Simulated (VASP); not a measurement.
WC (Qusongite), 2 atoms in the cell. Symmetry: P-6m2, No. 187, hexagonal system. Conventional cell: a = 2.907 Å, b = 2.907 Å, c = 2.837 Å, α = 90.00°, β = 90.00°, γ = 120.00°. W (site symmetry -6m2) has 6 C at 2.20 Å and 2 W at 2.84 Å within 2.9 Å. C (site symmetry -6m2) has 6 W at 2.20 Å and 2 C at 2.84 Å within 2.9 Å. 

| Property | Result |
| --- | --- |
| Program | VASP 6.6.1 |
| Task | relaxation of cell and atoms |
| Functional | PBE |
| Potentials or basis | VASP PAW PBE potentials, release 64 (W_sv, C) |
| Cutoff | 600 eV |
| k mesh | 10 × 10 × 9 |
| Occupations | fermi-dirac, width 0.05 eV |
| Spin | no spin polarisation |
| Dipole correction | no |
| Further INCAR settings | ALGO = Normal; EDIFF = 1e-06; IBRION = 2; EDIFFG = -0.01; NSW = 60; ISIF = 3 |

Potentials or basis: VASP PAW PBE potentials, release 64 (W_sv, C).

Run with:

```sh
$ cat potpaw_PBE.64/W_sv/POTCAR potpaw_PBE.64/C/POTCAR > POTCAR
$ mpirun -np 1 vasp_std > vasp.out
```

Hardware: 1 thread of Intel(R) Xeon(R) 6975P-C (Granite Rapids), with other jobs on the host.

How long does it take, and how much memory?

Run time: 23 s on 1 thread of Intel(R) Xeon(R) 6975P-C (Granite Rapids) (shared host), peak memory 0.16 GiB. Counts: scf iterations 42, k points 70, ion steps 6.
